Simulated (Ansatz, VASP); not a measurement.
# Two plane-wave programs on NbSi

The input POSCAR:

```
NbSi
1.0
    3.1564400000      0.0000000000      0.0000000000
    0.0000000000      3.1564400000      0.0000000000
    0.0000000000      0.0000000000      3.1564400000
Nb Si
1 1
Direct
    0.0000000000      0.0000000000      0.0000000000
    0.5000000000      0.5000000000      0.5000000000
```

File INCAR.step1:

```
PREC     = Accurate       # precision mode
ENCUT    = 520            # plane-wave cutoff, eV
EDIFF    = 1E-5           # SCF threshold, eV
ISMEAR   = -1             # smearing method
SIGMA    = 0.05           # smearing width, eV
LREAL    = False          # projectors in reciprocal space
LASPH    = True           # aspherical terms in the spheres
NELM     = 100            # most SCF steps
ALGO     = Normal         # electronic algorithm
ISIF     = 2              # what is computed and relaxed
LWAVE    = True           # write WAVECAR
NBANDS   = 16             # bands
GGA      = PE             # functional
```

Contents of INCAR.step2:

```
PREC     = Accurate       # precision mode
ENCUT    = 520            # plane-wave cutoff, eV
EDIFF    = 1E-6           # SCF threshold, eV
ISMEAR   = -1             # smearing method
SIGMA    = 0.05           # smearing width, eV
LREAL    = False          # projectors in reciprocal space
LASPH    = True           # aspherical terms in the spheres
NELM     = 100            # most SCF steps
ALGO     = Normal         # electronic algorithm
ISIF     = 2              # what is computed and relaxed
LWAVE    = False          # write WAVECAR
LCHARG   = True           # write CHGCAR
METAGGA  = R2SCAN         # meta-GGA
LHFCALC  = True           # exact exchange
AEXX     = 0.5            # exact-exchange fraction
LMIXTAU  = True         
PRECFOCK = Normal       
LELF     = True           # ELF
LVHAR    = True         
NBANDS   = 16             # bands
ISTART   = 1
```

The input KPOINTS:

```
Automatic mesh
0
Gamma
  4 4 4
```

Contents of input:

```
crystal:
  lattice:
    - [3.15644, 0.0, 0.0]
    - [0.0, 3.15644, 0.0]
    - [0.0, 0.0, 3.15644]
  atoms:
    - { symbol: Nb, position: [0.0, 0.0, 0.0] }
    - { symbol: Si, position: [0.5, 0.5, 0.5] }
hamiltonian:
  xc: r2scan50
  pseudopotentials: { kind: paw }
kpoints:
  mp_grid: { grid: [4, 4, 4] }
scf:
  occupations: { method: fermi_dirac, width: 0.05 }
output:
  forces: true
  stress: true
  eigenvalues: true
```

Alike in both runs: task single point; functional r2SCAN50; k mesh 4 × 4 × 4; occupations fermi-dirac, width 0.05 eV; no spin polarisation.

|  | VASP | Ansatz |
| --- | --- | --- |
| version | VASP 6.6.1 | Ansatz 0.2.0 |
| potentials or method | VASP PAW PBE potentials, release 64 (Nb_sv, Si) | Ansatz PAW |
| plane-wave cutoff (eV) | 520 | 500 |
| valence electrons in the cell | 17 | 17 |

|  | VASP | Ansatz | Ansatz less VASP |
| --- | --- | --- | --- |
| gap on the k mesh at the Fermi level (eV) | none | none | - |
| pressure (GPa) | -6.3 | -5.2 | +1.08 |

VASP's potentials were made for PBE, not for r2SCAN50. A gap of «none» marks a metal or a gap that the smearing closes.

The k mesh is coarse, so the values compare programs but aren't converged.
